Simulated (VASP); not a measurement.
Here is a VASP 6.6.1 calculation.

Contents of INCAR:

```
SYSTEM = W
PREC = Accurate ; ENCUT = 520
EDIFF = 1E-6 ; ISMEAR = 0
SIGMA = 0.15 ; LREAL = .False.
LASPH = .True. ; NELM = 60
ALGO = Fast ; ISIF = 2
LWAVE = .False. ; LCHARG = .False.
GGA = PS ; NBANDS = 66
```

File KPOINTS:

```
regular mesh
0
Gamma
  8 8 8
  0 0 0
```

POSCAR

```
W
1.0
    5.0320434147      0.0000000000      0.0000000000
    0.0000000000      5.0320434147      0.0000000000
    0.0000000000      0.0000000000      5.0320434147
W
8
Direct
    0.0000000000      0.0000000000      0.0198726425
    0.5000000000      0.5000000000      0.5000000000
    0.0000000000      0.5000000000      0.2500000000
    0.0000000000      0.5000000000      0.7500000000
    0.2500000000      0.0000000000      0.5000000000
    0.7500000000      0.0000000000      0.5000000000
    0.5000000000      0.7500000000      0.0000000000
    0.5000000000      0.2500000000      0.0000000000
```

Potentials or basis: VASP PAW PBE potentials, release 64 (W_sv).

Launch:

```sh
$ cat potpaw_PBE.64/W_sv/POTCAR > POTCAR
$ mpirun -np 1 vasp_std > vasp.out
```

**Question.** What does it give for the largest force?

**Answer.** 1.897 eV/Å.

**Question.** Predict the band gap on the k mesh.

**Answer.** Zero (bands 56 and 57 overlap by 0.91 eV).

**Question.** Predict the pressure.

**Answer.** 1.1 GPa.

Forces on the atoms (eV/Å):
```
W    0.000  0.000 -1.897
W    0.000  0.000  0.128
W    0.000  0.000  0.174
W    0.000  0.000  0.154
W    0.030  0.000  0.637
W   -0.030  0.000  0.637
W    0.000 -0.018  0.083
W    0.000  0.018  0.083
```

Caveat: the cell differs from its parent crystal (atom 1 (W) moved +0.100 Å along Cartesian [0 0 1]); the PAW data sets were made with another functional, which shifts forces and pressure a little; spin-orbit coupling is left out, which moves the levels of the heavy elements.
